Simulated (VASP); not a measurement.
A run of VASP 6.6.1 is set up as follows.

INCAR

```
SYSTEM = MgTe
ALGO = Normal ; EDIFF = 1E-7
EDIFFG = -0.005 ; ENCUT = 600
GGA = PS ; GGA_COMPAT = .FALSE.
IBRION = 2 ; ISIF = 3
ISMEAR = 0 ; LASPH = .TRUE.
LCHARG = .FALSE. ; LREAL = .FALSE.
LWAVE = .FALSE. ; NELM = 120
NELMIN = 4 ; NSW = 100
PREC = Accurate ; SIGMA = 0.02
```

The input KPOINTS:

```
k-points
0
G
  8 8 8
  0 0 0
```

File POSCAR:

```
MgTe
1.0
    0.0000000000      3.2319988239      3.2319988239
    3.2319988239      0.0000000000      3.2319988239
    3.2319988239      3.2319988239      0.0000000000
Mg Te
1 1
Direct
    0.0000000000      0.0000000000      0.0000000000
    0.7500000000      0.7500000000      0.7500000000
```

Potentials or basis: VASP PAW PBE potentials, release 64 (Mg, Te).

The run is started by

```bash
$ cat potpaw_PBE.64/Mg/POTCAR potpaw_PBE.64/Te/POTCAR > POTCAR
$ mpirun -np 1 vasp_std > vasp.out
```

Question: Predict the band gap on the k mesh.

Answer: 2.35 eV, direct.

Question: Predict the relaxed volume.

Answer: 33.40 Å³/atom.

Step by step:
| step | energy change (eV) | largest force (eV/Å) | pressure (GPa) | volume (Å³) |
| --- | --- | --- | --- | --- |
| 1 | 0.0000 | 0.0000 | -0.39 | 67.52 |
| 2 | -0.0009 | 0.0000 | 0.04 | 66.73 |
| 3 | -0.0009 | 0.0000 | 0.00 | 66.79 |

Caveat: the PAW data sets were made with another functional, which shifts forces and pressure a little; spin-orbit coupling is left out, which moves the levels of the heavy elements. A k mesh can miss the band edges.
